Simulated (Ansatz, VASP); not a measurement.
**One calculation of Zn, two programs**

INCAR

```
SYSTEM = Zn
PREC = Accurate
ENCUT = 500
EDIFF = 1E-6
ISMEAR = -5
SIGMA = 0.05
LREAL = .False.
LASPH = .True.
NELM = 120
ALGO = Normal
ISIF = 2
LWAVE = .False.
LCHARG = .False.
GGA = B5
ALDAX = 1.0
AGGAX = 1.0
AGGAC = 1.0
ALDAC = 0.0
NBANDS = 12
GGA_COMPAT = .False.
```

Contents of KPOINTS:

```
Automatic mesh
0
Gamma
  12 12 12
  0 0 0
```

Contents of POSCAR:

```
Zn
1.0
    0.0000000000      1.9647760000      1.9647760000
    1.9647760000      0.0000000000      1.9647760000
    1.9647760000      1.9647760000      0.0000000000
Zn
1
Direct
    0.0000000000      0.0000000000      0.0000000000
```

The input input.yaml:

```yaml
crystal:
  lattice:
    - [0.0, 1.964776, 1.964776]
    - [1.964776, 0.0, 1.964776]
    - [1.964776, 1.964776, 0.0]
  atoms:
    - { symbol: Zn, position: [0.0, 0.0, 0.0] }
hamiltonian:
  xc: blyp
  pseudopotentials: { kind: paw, source: jth }
kpoints:
  mp_grid: { grid: [12, 12, 12] }
scf:
  occupations: { method: tetrahedron }
  algorithm: density_mixing
output:
  forces: true
  stress: true
  write_density: true
  write_potential: true
  elf: true
  volumetric_format: npy
```

Alike in both runs: task single point; functional BLYP; k mesh 12 × 12 × 12; occupations tetrahedron; no spin polarisation.

|  | VASP | Ansatz |
| --- | --- | --- |
| version | VASP 6.6.1 | Ansatz 0.2.0 |
| potentials or method | VASP PAW PBE potentials, release 64 (Zn) | JTH PAW |
| plane-wave cutoff (eV) | 500 | 1080 |
| valence electrons in the cell | 12 | 12 |

```tsv
	VASP	Ansatz	Ansatz less VASP
gap on the k mesh at the Fermi level (eV)	none	none	-
pressure (GPa)	6.3	5.7	-0.53
```

VASP's potentials were made for PBE, not for BLYP. A gap of «none» marks a metal or a gap that the smearing closes. The functional is the same, so the differences come from potentials, cutoffs and numerics.
